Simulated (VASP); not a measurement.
Set up this calculation in VASP 6.6.1, as the native input.

```
Task                   : single point
Functional             : PBEsol
Potentials or basis    : VASP PAW PBE potentials, release 64 (Li_sv)
Cutoff                 : 520 eV
k mesh                 : 16 × 16 × 16
Occupations            : gaussian, width 0.1 eV
Spin                   : no spin polarisation
Dipole correction      : no
Further INCAR settings : ALGO = Normal; EDIFF = 1e-06; NBANDS = 8
```

The structure of Li lies in POSCAR:

```
Li
1.0
    0.0000000000      2.1372711272      2.1372711272
    2.1372711272      0.0000000000      2.1372711272
    2.1372711272      2.1372711272      0.0000000000
Li
1
Direct
    0.0000000000      0.0000000000      0.0000000000
```

This cell differs from its parent crystal: volume scaled by 0.97.

The input as run:

INCAR

```
PREC     = Accurate       # precision mode
ENCUT    = 520            # plane-wave cutoff, eV
EDIFF    = 1E-6           # SCF threshold, eV
ISMEAR   = 0              # smearing method
SIGMA    = 0.1            # smearing width, eV
LREAL    = False          # projectors in reciprocal space
LASPH    = True           # aspherical terms in the spheres
NELM     = 80             # most SCF steps
ALGO     = Normal         # electronic algorithm
ISIF     = 2              # what is computed and relaxed
LWAVE    = False          # write WAVECAR
LCHARG   = True           # write CHGCAR
GGA      = PS             # functional
LELF     = True           # ELF
LVHAR    = True         
NBANDS   = 8              # bands
```

KPOINTS

```
regular mesh
0
Gamma
  16 16 16
```

Potentials or basis: VASP PAW PBE potentials, release 64 (Li_sv).

The run is started by

```console
$ cat potpaw_PBE.64/Li_sv/POTCAR > POTCAR
$ mpirun -np 1 vasp_std > vasp.out
```

It took 6 s on 1 thread of Intel(R) Xeon(R) 6975P-C (Granite Rapids), on a shared host, peak memory 0.13 GiB.
